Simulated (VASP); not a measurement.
# C in VASP: further runs

The runs below take C through single point, with PBE.

All numbers are computed with VASP 6.6.1; they aren't measurements. Logs are shortened: lines on timing, memory, paths and dates and some standing lists are left out, and cuts for length are marked.

## 1. The cell of the first run

The cell holds a slab with vacuum, 19 atoms: a = 7.398 Å, b = 7.398 Å, c = 12.000 Å, α = 90.00°, β = 90.00°, γ = 120.00°.

## 2. Single point, PBE, collinear spin

The input, INCAR:

```
SYSTEM = C
ALGO = Normal
EDIFF = 1E-6
ENCUT = 520
GGA = PE
ISIF = 2
ISMEAR = 0
ISPIN = 2
LASPH = .TRUE.
LCHARG = .FALSE.
LORBIT = 11
LREAL = Auto
LWAVE = .FALSE.
MAGMOM = 0 0 0 0 0 0 0 0 0 0 0 0 0 0 0 0 0 0 0.13
NBANDS = 57
NELM = 150
PREC = Accurate
SIGMA = 0.05
```

The input, KPOINTS:

```
k-points
0
G
  2 2 1
  0 0 0
```

The input, POSCAR:

```
C
1.0
    7.3980000000      0.0000000000      0.0000000000
   -3.6990000000      6.4068560000      0.0000000000
    0.0000000000      0.0000000000     12.0000000000
C
19
Direct
   -0.0006820683      0.0002462987      0.0839755000
    0.2183738750      0.1066907076      0.0754151667
   -0.0019408808      0.3295875543      0.0769860833
    0.2178936568      0.4395461674      0.0763142500
   -0.0005314840      0.6601898029      0.0837149167
    0.2184091565      0.7728280455      0.0751363333
    0.3304971247     -0.0041603869      0.0763865000
    0.5503140390      0.1058146148      0.0771440833
    0.3300004081      0.3286747821      0.0753685000
    0.5490562981      0.4351577435      0.0839399167
    0.3299666844      0.6625324496      0.0751100833
    0.5489426019      0.7752190778      0.0837645000
    0.6618646305     -0.0052423529      0.0812076667
    0.8864288310      0.1069390353      0.0812836667
    0.6619415345      0.3284607926      0.0813395833
    0.8865224002      0.4406498289      0.0811281667
    0.6539850729      0.6577965854      0.1099325000
    0.8943852626      0.7775785814      0.1099771667
    0.7742269367      0.7177461145      0.2193747500
```

Potentials or basis: VASP PAW PBE potentials, release 64 (C).

Launch:

```
$ cat potpaw_PBE.64/C/POTCAR > POTCAR
$ mpirun -np 1 vasp_std > vasp.out
```

OUTCAR:

```text
SYSTEM = C
   EDIFF = 1E-6
   ENCUT = 520
   GGA = PE
   ISIF = 2
   ISMEAR = 0
   ISPIN = 2
   LASPH = .TRUE.
   LORBIT = 11
   LREAL = Auto
   NELM = 150
   PREC = Accurate

 ion  position               nearest neighbor table
   1  0.999  0.000  0.084-  14 1.41   2 1.41  18 1.46
   2  0.218  0.107  0.075-   1 1.41   9 1.42   7 1.43
   3  0.998  0.330  0.077-   4 1.41  16 1.43  14 1.43
   4  0.218  0.440  0.076-   3 1.41   9 1.43  11 1.43
   5  0.999  0.660  0.084-   6 1.41  16 1.41  18 1.46
   6  0.218  0.773  0.075-   5 1.41  11 1.42   7 1.43
[... 8 lines left out ...]
  15  0.662  0.328  0.081-  10 1.41   8 1.43  16 1.44
  16  0.887  0.441  0.081-   5 1.41   3 1.43  15 1.44
  17  0.654  0.658  0.110-  12 1.46  10 1.46  19 1.52  18 1.54
  18  0.894  0.778  0.110-   5 1.46   1 1.46  19 1.52  17 1.54
  19  0.774  0.718  0.219-  18 1.52  17 1.52

  LATTYP: Found a hexagonal cell.
 ALAT       =     7.3980000000
 C/A-ratio  =     1.6220600162

  Lattice vectors:

 A1 = (   7.3980000000,   0.0000000000,   0.0000000000)
 A2 = (  -3.6990000000,   6.4068560000,   0.0000000000)
 A3 = (   0.0000000000,   0.0000000000,  12.0000000000)

Analysis of symmetry for initial positions (statically):
=====================================================================
 Subroutine PRICEL returns:
 Original cell was already a primitive cell.

 Routine SETGRP: Setting up the symmetry group for a
 hexagonal supercell.

 Subroutine GETGRP returns: Found  1 space group operations
 (whereof  1 operations were pure point group operations)
 out of a pool of 24 trial point group operations.

The static configuration has the point symmetry C_1 .

Analysis of symmetry for dynamics (positions and initial velocities):
=====================================================================
 Subroutine PRICEL returns:
 Original cell was already a primitive cell.

 Routine SETGRP: Setting up the symmetry group for a
 hexagonal supercell.

 Subroutine GETGRP returns: Found  1 space group operations
 (whereof  1 operations were pure point group operations)
 out of a pool of 24 trial point group operations.

The dynamic configuration has the point symmetry C_1 .

Analysis of structural, dynamic, and magnetic symmetry:
=====================================================================
 Subroutine PRICEL returns:
 Original cell was already a primitive cell.

 Routine SETGRP: Setting up the symmetry group for a
 hexagonal supercell.

 Subroutine GETGRP returns: Found  1 space group operations
 (whereof  1 operations were pure point group operations)
 out of a pool of 24 trial point group operations.

The overall configuration has the point symmetry C_1 .

 Subroutine INISYM returns: Found  1 space group operations
 (whereof  1 operations are pure point group operations),
 and found     1 'primitive' translations

----------------------------------------------------------------------------------------

                                     Primitive cell

  volume of cell :     568.7750

  direct lattice vectors                    reciprocal lattice vectors
     7.398000000  0.000000000  0.000000000     0.135171668  0.078041398  0.000000000
    -3.699000000  6.406856000  0.000000000     0.000000000  0.156082796  0.000000000
     0.000000000  0.000000000 12.000000000     0.000000000  0.000000000  0.083333333

  length of vectors
     7.398000000  7.398000054 12.000000000     0.156082797  0.156082796  0.083333333

  position of ions in fractional coordinates (direct lattice)
     0.999317932  0.000246299  0.083975500
     0.218373875  0.106690708  0.075415167
     0.998059119  0.329587554  0.076986083
     0.217893657  0.439546167  0.076314250
     0.999468516  0.660189803  0.083714917
     0.218409157  0.772828045  0.075136333
[... 11 lines left out ...]
     0.894385263  0.777578581  0.109977167
     0.774226937  0.717746115  0.219374750

[... 51 lines left out ...]
  0.500000  0.000000  0.000000      1.000000
  0.000000  0.500000  0.000000      1.000000
  0.500000  0.500000  0.000000      1.000000
   k-points           NKPTS =      4   k-points in BZ     NKDIM =      4   number of bands    NBANDS=     57
   number of dos      NEDOS =    301   number of ions     NIONS =     19
   total plane-waves  NPLWV = 282240
   dimension x,y,z NGX =    56 NGY =   56 NGZ =   90
   dimension x,y,z NGXF=   112 NGYF=  112 NGZF=  180
   ions per type =              19
   NGX,Y,Z   is equivalent  to a cutoff of  12.58, 12.58, 12.47 a.u.
   NGXF,Y,Z  is equivalent  to a cutoff of  25.17, 25.17, 24.94 a.u.
 SYSTEM =  C
   PREC   = accura    normal or accurate (medium, high low for compatibility)
   ISTART =      0    job   : 0-new  1-cont  2-samecut
   ICHARG =      2    charge: 1-file 2-atom 10-const
   ISPIN  =      2    spin polarized calculation?
   LNONCOLLINEAR =      F non collinear calculations
   LSORBIT =      F    spin-orbit coupling
   LASPH  =      T    aspherical Exc in radial PAW
   ENCUT  =  520.0 eV  38.22 Ry    6.18 a.u.  13.76 13.76 22.31*2*pi/ulx,y,z
   NELM   =    150;   NELMIN=  2; NELMDL= -5     # of ELM steps
   EDIFF  = 0.1E-05   stopping-criterion for ELM
   LREAL  =      T    real-space projection
   EDIFFG = 0.1E-04   stopping-criterion for IOM
   NSW    =      0    number of steps for IOM
   IBRION =     -1    ionic relax: 0-MD 1-quasi-New 2-CG
   NFREE  =      0    steps in history (QN), initial steepest desc. (CG)
   ISIF   =      2    stress and relaxation
   ISYM   =      2    0-nonsym 1-usesym 2-fastsym
   POTIM  = 0.5000    time-step for ionic-motion
   TEBEG  =    0.0;   TEEND  =   0.0 temperature during run
   PSTRESS=    0.0 pullay stress
   NELECT =      76.0000    total number of electrons
   NUPDOWN=      -1.0000    fix difference up-down
   EMIN   =  10.00;   EMAX   =-10.00  energy-range for DOS
   EFERMI =   0.00;   METHOD = LEGACY
   ISMEAR =     0;   SIGMA  =   0.05  broadening in eV -4-tet -1-fermi 0-gaus
   EFERMI_NEDOS =   21; number of points for ismear=-14 and -15
   IALGO  =     38    algorithm
   IMIX   =      4    mixing-type and parameters
     AMIX     =   0.40;   BMIX     =  1.00
     AMIX_MAG =   1.60;   BMIX_MAG =  1.00
  volume/ion in A,a.u.               =      29.94       202.01
  Fermi-wavevector in a.u.,A,eV,Ry     =   0.836949  1.581605  9.530667  0.700484
  Thomas-Fermi vector in A             =   1.950758
   LORBIT       =     11    0 simple, 1 ext, 2 COOP (PROOUT), +10 PAW based schemes
   GGA     = PE    functional components
   LHFCALC =     F    Hartree Fock is set to
   AEXX    =    0.0000 exact exchange contribution
   IVDW    =     0    specifies the selected vdW correction
   LEPSILON=     F    determine dielectric tensor
   LRPA    =     F    only Hartree local field effects (RPA)
 spin polarized calculation
 Gauss-broadening in eV      SIGMA  =   0.05
  energy-cutoff  :      520.00
  volume of cell :      568.78
 maximum number of plane-waves:     15363
 NGX is ok and might be reduce to    56
   NGX = 27   NGY = 27   NGZ = 45

 number of electron      76.0000002 magnetization       0.5003318

 Free energy of the ion-electron system (eV)
  ---------------------------------------------------
  ext. energy  EPLUGINS =         0.00000000
  ---------------------------------------------------
  free energy    TOTEN  =      -168.69436540 eV

  energy without entropy =     -168.68611778  energy(sigma->0) =     -168.69024159

 E-fermi :  -2.2232     XC(G=0):  -3.8544

 val. band max:       -2.2256926916   @ k =   0.0000   0.5000   0.0000
 cond. band min:      -2.0528283491   @ k =   0.0000   0.0000   0.0000
 fundamental gap:      0.1728643425
 Fermi energy:        -2.2232066520

 spin component 1

 k-point     1 :       0.0000    0.0000    0.0000
  band No.  band energies     occupation
      1     -21.8799      1.00000
      2     -20.1304      1.00000
      3     -19.1465      1.00000
      4     -19.0888      1.00000
      5     -19.0282      1.00000
      6     -18.9692      1.00000
[... 201 lines left out ...]
     49       3.9009      0.00000
     50       4.1509      0.00000
 Fermi energy:        -2.2232066520

 spin component 2

 k-point     1 :       0.0000    0.0000    0.0000
  band No.  band energies     occupation
      1     -21.8390      1.00000
      2     -20.0567      1.00000
      3     -19.1327      1.00000
      4     -19.0739      1.00000
      5     -19.0060      1.00000
      6     -18.9622      1.00000
[... 201 lines left out ...]
     49       3.9214      0.00000
     50       4.1700      0.00000
 [bands above 50 left out]

------------------------ aborting loop because EDIFF is reached ----------------------------------------

  FORCE on cell =-STRESS in cart. coord.  units (eV):
  Direction    XX          YY          ZZ          XY          YZ          ZX
  --------------------------------------------------------------------------------------
  -------------------------------------------------------------------------------------
  Total        3.8532860      4.9899853     -0.0036671     -1.0820708     -0.0100866     -0.0179089
  in kB       10.8542869     14.0562448     -0.0103298     -3.0480754     -0.0284128     -0.0504476
  external PRESSURE =       8.3000673 kB  Pullay stress =       0.0000000 kB

 VOLUME and BASIS-vectors are now :
 -----------------------------------------------------------------------------
  energy-cutoff  :      520.00
  volume of cell :      568.78
      direct lattice vectors                 reciprocal lattice vectors
     7.398000000  0.000000000  0.000000000     0.135171668  0.078041398  0.000000000
    -3.699000000  6.406856000  0.000000000     0.000000000  0.156082796  0.000000000
     0.000000000  0.000000000 12.000000000     0.000000000  0.000000000  0.083333333

 POSITION                                       TOTAL-FORCE (eV/Angst)
 -----------------------------------------------------------------------------------
      7.39204      0.00158      1.00771         0.002518     -0.012096     -0.001492
      1.22088      0.68355      0.90498         0.002838      0.018053     -0.012785
      6.16450      2.11162      0.92383         0.003085     -0.003653      0.002779
     -0.01390      2.81611      0.91577         0.000356     -0.008983     -0.002978
      4.95203      4.22974      1.00458        -0.031308     -0.006607      0.001467
     -1.24290      4.95140      0.90164         0.011528      0.012859     -0.010684
[... 11 lines left out ...]
      3.74040      4.98183      1.31973         0.014832      0.037887     -0.036725
      3.07279      4.59850      2.63250        -0.004404     -0.002065      0.092592
 -----------------------------------------------------------------------------------
    total drift:                                0.000249      0.003564     -0.036061

  FREE ENERGIE OF THE ION-ELECTRON SYSTEM (eV)
  ---------------------------------------------------
  free  energy   TOTEN  =      -168.6943654002 eV

  energy  without entropy=     -168.6861177808  energy(sigma->0) =     -168.69024159

 total charge

# of ion       s       p       d       tot
------------------------------------------
    1        0.865   1.778   0.000   2.643
    2        0.866   1.787   0.000   2.654
    3        0.863   1.791   0.000   2.654
    4        0.861   1.798   0.000   2.659
    5        0.865   1.779   0.000   2.644
    6        0.866   1.788   0.000   2.655
[... 11 lines left out ...]
   18        0.840   1.799   0.000   2.639
   19        0.986   1.297   0.000   2.283
--------------------------------------------------
tot         16.486  33.474   0.000  49.960

 magnetization (x)

# of ion       s       p       d       tot
------------------------------------------
    1        0.003   0.007   0.000   0.009
    2        0.000   0.006   0.000   0.006
    3       -0.000  -0.001   0.000  -0.001
    4       -0.000   0.001   0.000   0.001
    5        0.003   0.007   0.000   0.009
    6        0.000   0.006   0.000   0.006
[... 11 lines left out ...]
   18       -0.001  -0.006   0.000  -0.007
   19        0.011   0.162   0.000   0.173
--------------------------------------------------
tot          0.022   0.240   0.000   0.261
```

Run time: 10 min. Hardware: 1 thread of Intel Xeon Platinum 8488C (Sapphire Rapids), shared host; peak memory 0.84 GiB.

What came out:

```
Free energy                                           : -168.6944 eV
Largest force                                         : 0.093 eV/Å
Net moment                                            : 0.50 μB per cell
Site moments                                          : C +0.01, -0.00, +0.00, -0.01, +0.17 (each value once) μB
Valence electrons inside the program's atomic spheres : C 2.64, 2.65, 2.66, 2.28 (each value once)
```

Forces in eV/Å, atoms in the order of the input:
```
C    0.003 -0.012 -0.001
C    0.003  0.018 -0.013
C    0.003 -0.004  0.003
C    0.000 -0.009 -0.003
C   -0.031 -0.007  0.001
C    0.012  0.013 -0.011
C   -0.003  0.005  0.002
C   -0.002  0.002 -0.006
C   -0.015 -0.012 -0.009
C    0.010  0.010  0.009
C   -0.003 -0.014 -0.003
C    0.026  0.007 -0.001
C    0.004  0.004  0.002
C   -0.002  0.002  0.002
C    0.005  0.002 -0.004
C   -0.004 -0.007  0.005
C   -0.015 -0.034 -0.030
C    0.015  0.038 -0.037
C   -0.004 -0.002  0.093
```

Levels at points of the mesh, in eV from the Fermi level:
Spin up:
```
           k point  band 36  band 37  band 38  band 39  band 40  band 41
(0.00, 0.00, 0.00)    -2.19    -0.18    -0.05     0.17     0.37     1.78
(0.50, 0.00, 0.00)    -2.27    -1.54    -0.16     0.18     1.26     2.32
(0.00, 0.50, 0.00)    -2.25    -1.46    -0.76     0.00     1.97     2.43
(0.50, 0.50, 0.00)    -2.25    -1.46    -0.75     0.00     1.97     2.43
```
Spin down:
```tsv
k point	band 35	band 36	band 37	band 38	band 39	band 40	band 41	band 42
(0.00, 0.00, 0.00)	-2.13	-2.10	-0.13	0.18	0.21	1.12	1.82	3.89
(0.50, 0.00, 0.00)	-2.40	-2.25	-1.40	-0.12	1.02	1.31	2.34	2.68
(0.00, 0.50, 0.00)	-2.38	-2.23	-1.32	-0.70	0.77	2.02	2.54	2.75
(0.50, 0.50, 0.00)	-2.38	-2.23	-1.32	-0.69	0.77	2.02	2.54	2.75
```

Caveat: the k points lie up to 0.49 Å⁻¹ apart.

(Part 1 of 2 ends here.)
